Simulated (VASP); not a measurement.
# TaSi (WC type) (P-6m2) in VASP: a series of runs

TaSi (WC type) is run at these levels: PBE; tasks: relaxation of cell and atoms.

Program: VASP 6.6.1. These are calculated values, not measurements. Logs are shortened: lines on timing, memory, paths and dates and some standing lists are left out, and cuts for length are marked.

### Step 1. The cell of the first run

Symmetry: P-6m2, No. 187, hexagonal system. The conventional cell has a = 3.051 Å, b = 3.051 Å, c = 4.013 Å, α = 90.00°, β = 90.00°, γ = 120.00°. Within 3.5 Å of Ta (site symmetry -6m2) lie 6 Si at 2.67 Å and 6 Ta at 3.05 Å. Within 3.5 Å of Si (site symmetry -6m2) lie 6 Ta at 2.67 Å and 6 Si at 3.05 Å.

### Step 2. Relaxation of cell and atoms, PBE, target pressure -0.95 GPa, at which the enthalpy is minimised

File INCAR:

```
PREC     = Accurate       # precision mode
ENCUT    = 600            # plane-wave cutoff, eV
EDIFF    = 1E-6           # SCF threshold, eV
ISMEAR   = -1             # smearing method
SIGMA    = 0.05           # smearing width, eV
LREAL    = F              # projectors in reciprocal space
LASPH    = T              # aspherical terms in the spheres
NELM     = 80             # most SCF steps
ALGO     = Normal         # electronic algorithm
ISIF     = 3              # what is computed and relaxed
LWAVE    = F              # write WAVECAR
LCHARG   = F              # write CHGCAR
GGA      = PE             # functional
IBRION   = 2              # ionic algorithm
NSW      = 32             # ionic steps
EDIFFG   = -0.005         # ionic threshold
PSTRESS  = -9.5
```

File KPOINTS:

```
Automatic mesh
0
Gamma
  13 13 12
```

File POSCAR:

```
TaSi
1.0
    3.0513822132      0.0000000000      0.0000000000
   -1.5256911066      2.6425745132      0.0000000000
    0.0000000000      0.0000000000      4.0129111590
Ta Si
1 1
Direct
    0.0000000000      0.0000000000      0.0000000000
    0.3333333333      0.6666666667      0.5000000000
```

Potentials or basis: VASP PAW PBE potentials, release 64 (Ta_pv, Si).

On the command line:

```bash
> cat potpaw_PBE.64/Ta_pv/POTCAR potpaw_PBE.64/Si/POTCAR > POTCAR
> mpirun -np 1 vasp_std > vasp.out
```

OUTCAR:

```text
PREC = Accurate
   ENCUT = 600
   EDIFF = 1E-6
   ISMEAR = -1
   LREAL = F
   LASPH = T
   NELM = 80
   ISIF = 3
   GGA = PE
   IBRION = 2
   NSW = 32
   EDIFFG = -0.005
   PSTRESS = -9.5

 ion  position               nearest neighbor table
   1  0.000  0.000  0.000-   2 2.67   2 2.67   2 2.67   2 2.67   2 2.67   2 2.67
   2  0.333  0.667  0.500-   1 2.67   1 2.67   1 2.67   1 2.67   1 2.67   1 2.67

  LATTYP: Found a hexagonal cell.
 ALAT       =     3.0513822132
 C/A-ratio  =     1.3151125879

  Lattice vectors:

 A1 = (   3.0513822132,   0.0000000000,   0.0000000000)
 A2 = (  -1.5256911066,   2.6425745132,   0.0000000000)
 A3 = (   0.0000000000,   0.0000000000,   4.0129111590)

Analysis of symmetry for initial positions (statically):
=====================================================================
 Subroutine PRICEL returns:
 Original cell was already a primitive cell.

 Routine SETGRP: Setting up the symmetry group for a
 hexagonal supercell.

 Subroutine GETGRP returns: Found 12 space group operations
 (whereof 12 operations were pure point group operations)
 out of a pool of 24 trial point group operations.

The static configuration has the point symmetry D_3h.

Analysis of symmetry for dynamics (positions and initial velocities):
=====================================================================
 Subroutine PRICEL returns:
 Original cell was already a primitive cell.

 Routine SETGRP: Setting up the symmetry group for a
 hexagonal supercell.

 Subroutine GETGRP returns: Found 12 space group operations
 (whereof 12 operations were pure point group operations)
 out of a pool of 24 trial point group operations.

The dynamic configuration has the point symmetry D_3h.

 Subroutine INISYM returns: Found 12 space group operations
 (whereof 12 operations are pure point group operations),
 and found     1 'primitive' translations

----------------------------------------------------------------------------------------

                                     Primitive cell

  volume of cell :      32.3581

  direct lattice vectors                    reciprocal lattice vectors
     3.051382213  0.000000000  0.000000000     0.327720335  0.189209423  0.000000000
    -1.525691107  2.642574513  0.000000000     0.000000000  0.378418847  0.000000000
[... 98 lines left out ...]
   EMIN   =  10.00;   EMAX   =-10.00  energy-range for DOS
   EFERMI =   0.00;   METHOD = LEGACY
   ISMEAR =    -1;   SIGMA  =   0.05  broadening in eV -4-tet -1-fermi 0-gaus
   EFERMI_NEDOS =   21; number of points for ismear=-14 and -15
   IALGO  =     38    algorithm
   IMIX   =      4    mixing-type and parameters
     AMIX     =   0.40;   BMIX     =  1.00
     AMIX_MAG =   1.60;   BMIX_MAG =  1.00
  volume/ion in A,a.u.               =      16.18       109.18
  Fermi-wavevector in a.u.,A,eV,Ry     =   1.267002  2.394287 21.841367  1.605295
  Thomas-Fermi vector in A             =   2.400173
   LORBIT       =      0    0 simple, 1 ext, 2 COOP (PROOUT), +10 PAW based schemes
   GGA     = PE    functional components
   LHFCALC =     F    Hartree Fock is set to
   AEXX    =    0.0000 exact exchange contribution
   IVDW    =     0    specifies the selected vdW correction
   LEPSILON=     F    determine dielectric tensor
   LRPA    =     F    only Hartree local field effects (RPA)
 conjugate gradient relaxation of ions
 non-spin polarized calculation
  energy-cutoff  :      600.00
  volume of cell :       32.36
 maximum number of plane-waves:      1096
   NGX = 13   NGY = 13   NGZ = 17

--------------------------------------- Ionic step        1  -------------------------------------------

 number of electron      15.0000001 magnetization

 Free energy of the ion-electron system (eV)
  ---------------------------------------------------
  ext. energy  EPLUGINS =         0.00000000
  ---------------------------------------------------
  free energy    TOTEN  =       -17.78712321 eV

  energy without entropy =      -17.77919076  energy(sigma->0) =      -17.78315698

------------------------ aborting loop because EDIFF is reached ----------------------------------------

  FORCE on cell =-STRESS in cart. coord.  units (eV):
  Direction    XX          YY          ZZ          XY          YZ          ZX
  --------------------------------------------------------------------------------------
  -------------------------------------------------------------------------------------
  Total       -0.1703954     -0.1703954     -0.1675611     -0.0000000     -0.0000000      0.0000000
  in kB       -8.4369424     -8.4369424     -8.2966033     -0.0000000     -0.0000000      0.0000000
  external PRESSURE =       1.1098373 kB  Pullay stress =      -9.5000000 kB
[... 63 lines left out ...]
--------------------------------------- Ionic step        3  -------------------------------------------

 number of electron      15.0000001 magnetization

 Free energy of the ion-electron system (eV)
  ---------------------------------------------------
  ext. energy  EPLUGINS =         0.00000000
  ---------------------------------------------------
  free energy    TOTEN  =       -17.78701231 eV

  energy without entropy =      -17.77907709  energy(sigma->0) =      -17.78304470

 E-fermi :   7.6578     XC(G=0): -11.9718

 val. band max:        7.6424409837   @ k =   0.3077   0.0000   0.5000
 cond. band min:       7.6637859840   @ k =   0.3077   0.1538   0.0833
 fundamental gap:      0.0213450003
 Fermi energy:         7.6577772330

 k-point     1 :       0.0000    0.0000    0.0000
  band No.  band energies     occupation
      1     -26.7985      2.00000
      2     -26.2741      2.00000
      3     -26.2741      2.00000
      4      -4.1425      2.00000
      5       3.7519      2.00000
      6       5.9364      2.00000
      7       7.6817      0.76504
      8       7.6817      0.76504
      9      10.3842      0.00000
     10      10.3842      0.00000
     11      14.8304      0.00000
[... 309 lines left out ...]
 k-point    24 :       0.1538    0.0000    0.0833
  band No.  band energies     occupation
      1     -26.7792      2.00000
      2     -26.4184      2.00000
      3     -26.3072      2.00000
      4      -3.5054      2.00000
      5       4.0156      2.00000
      6       5.6045      2.00000
      7       6.7162      2.00000
      8       8.3053      0.00000
      9       9.9311      0.00000
     10      10.7681      0.00000
     11      12.2716      0.00000

 [... further k-points ...]

------------------------ aborting loop because EDIFF is reached ----------------------------------------

  FORCE on cell =-STRESS in cart. coord.  units (eV):
  Direction    XX          YY          ZZ          XY          YZ          ZX
  --------------------------------------------------------------------------------------
  -------------------------------------------------------------------------------------
  Total       -0.1944658     -0.1944658     -0.2002315      0.0000000     -0.0000000      0.0000000
  in kB       -9.6229423     -9.6229423     -9.9082488      0.0000000     -0.0000000      0.0000000
  external PRESSURE =      -0.2180445 kB  Pullay stress =      -9.5000000 kB
[... 21 lines left out ...]
  energy  without entropy=      -17.7790770906  energy(sigma->0) =      -17.78304470

  enthalpy is  TOTEN    =       -17.9789936506 eV   P V=       -0.1919813379

 reached required accuracy - stopping structural energy minimisation
```

CONTCAR:

```text
TaSi
   1.00000000000000
     3.0519713506432118    0.0000000000000000    0.0000000000000000
    -1.5259856753216059    2.6430847211923920   -0.0000000000000000
     0.0000000000000000   -0.0000000000000000    4.0137882235940330
  Ta              Si
     1     1
Direct
     0.0000000000000000    0.0000000000000000    0.0000000000000000
     0.3333333332999970    0.6666666667000030    0.5000000000000000

  0.00000000E+00  0.00000000E+00  0.00000000E+00
  0.00000000E+00  0.00000000E+00  0.00000000E+00
```

It took 1.8 min on 1 thread of Intel Xeon 8259CL, shared host; peak memory 0.21 GiB.

Results:

```
Free energy                                                : -17.7870 eV
Relaxed volume                                             : 16.19 Å³/atom
Relaxed cell                                               : a = 3.052 Å, b = 3.052 Å, c = 4.014 Å, α = 90.00°, β = 90.00°, γ = 120.00°
Space group after relaxing (to 0.1 Å)                      : P-6m2 (No. 187)
Energy change on relaxing (the run minimises the enthalpy) : +0.1 meV/atom
Ionic steps                                                : 3
Pressure after relaxing                                    : -1.0 GPa
Band gap on the k mesh                                     : zero (an odd number of electrons rules out a gap without spin polarisation)
```

The path:
```
step  energy change (eV)  largest force (eV/Å)  pressure (GPa)  volume (Å³)
   1              0.0000                0.0000           -0.84        32.36
   2              0.0003                0.0000           -1.13        32.41
   3              0.0001                0.0000           -0.97        32.38
```

Final structure:
```
Ta Si
1.0
     3.05197    0.00000    0.00000
    -1.52599    2.64308    0.00000
     0.00000    0.00000    4.01379
Ta Si
1 1
Direct
  0.00000 0.00000 0.00000
  0.33333 0.66667 0.50000
```

Caveat: the cell is relaxed towards a set pressure, so the run minimises the enthalpy, not the energy; spin-orbit coupling is left out, which moves the levels of the heavy elements.

### Step 3. Relaxation of cell and atoms, PBE, target pressure -0.95 GPa, at which the enthalpy is minimised

This run uses another cell than the first one, of 17.17 Å³/atom.

File INCAR:

```
ALGO     = Normal         # electronic algorithm
EDIFF    = 1E-6           # SCF threshold, eV
EDIFFG   = -0.005         # ionic threshold
ENCUT    = 600            # plane-wave cutoff, eV
GGA      = PE             # functional
IBRION   = 2              # ionic algorithm
ISIF     = 3              # what is computed and relaxed
ISMEAR   = -1             # smearing method
LASPH    = True           # aspherical terms in the spheres
LCHARG   = False          # write CHGCAR
LREAL    = False          # projectors in reciprocal space
LWAVE    = False          # write WAVECAR
NELM     = 80             # most SCF steps
NSW      = 60             # ionic steps
PREC     = Accurate       # precision mode
PSTRESS  = -9.5         
SIGMA    = 0.05           # smearing width, eV
```

File KPOINTS:

```
k-points
0
Gamma
  13 13 12
```

File POSCAR:

```
TaSi
1.0
    3.4332428657      0.0000000000      0.0000000000
   -1.7166214329      2.9732755391      0.0000000000
    0.0000000000      0.0000000000      3.3645780084
Ta Si
1 1
Direct
    0.0000000000      0.0000000000      0.0000000000
    0.3333333333      0.6666666667      0.5000000000
```

Potentials or basis: VASP PAW PBE potentials, release 64 (Ta_pv, Si).

On the command line:

```bash
> cat potpaw_PBE.64/Ta_pv/POTCAR potpaw_PBE.64/Si/POTCAR > POTCAR
> mpirun -np 1 vasp_std > vasp.out
```

Run time: 11 min. Hardware: 1 thread of Intel Xeon 8259CL, shared host; peak memory 0.24 GiB.

It converged, with:

```
Free energy                                                : -17.7866 eV
Relaxed volume                                             : 16.19 Å³/atom
Relaxed cell                                               : a = 3.053 Å, b = 3.053 Å, c = 4.012 Å, α = 90.00°, β = 90.00°, γ = 120.00°
Space group after relaxing (to 0.1 Å)                      : P-6m2 (No. 187)
Energy change on relaxing (the run minimises the enthalpy) : -197.9 meV/atom
Ionic steps                                                : 15
Pressure after relaxing                                    : -1.0 GPa
Band gap on the k mesh                                     : zero (an odd number of electrons rules out a gap without spin polarisation)
```

The path:
```tsv
step	energy change (eV)	largest force (eV/Å)	pressure (GPa)	volume (Å³)
1	0.0000	0.0000	0.70	34.35
2	-0.0740	0.0000	-5.65	35.19
3	-0.1091	0.0000	-11.27	36.01
4	-0.1393	0.0000	-11.38	35.87
5	-0.2243	0.0000	-11.39	35.39
6	-0.3293	0.0000	-9.96	34.28
7	-0.3395	0.0000	-9.26	33.96
8	-0.3780	0.0000	-5.51	33.20
9	-0.3950	0.0000	-1.45	32.47
10	-0.3956	0.0000	-0.99	32.40
11	-0.3954	0.0000	-1.17	32.43
12	-0.3954	0.0000	-1.16	32.42
13	-0.3955	0.0000	-1.13	32.41
14	-0.3957	0.0000	-1.01	32.39
15	-0.3957	0.0000	-0.96	32.38
```

Final structure:
```xyz
2
Lattice="3.0528 0.0000 0.0000 -1.5264 2.6438 0.0000 0.0000 0.0000 4.0116" Properties=species:S:1:pos:R:3 pbc="T T T"
Ta    0.0000    0.0000    0.0000
Si    0.0000    1.7625    2.0058
```

Levels at points of the mesh, in eV from the Fermi level:
| k point | band 5 | band 6 | band 7 | band 8 | band 9 | band 10 |
| --- | --- | --- | --- | --- | --- | --- |
| (0.00, 0.00, 0.00) | -3.90 | -1.71 | 0.02 | 0.02 | 2.73 | 2.73 |
| (0.00, 0.00, 0.50) | -7.54 | -0.38 | 0.37 | 0.37 | 1.59 | 1.59 |

Caveat: the cell is relaxed towards a set pressure, so the run minimises the enthalpy, not the energy; a cell axis changed by over 15 % at a fixed basis, so the end point is rough; spin-orbit coupling is left out, which moves the levels of the heavy elements.

The gap in the log of VASP goes by the Fermi energy; the results here count the filled bands.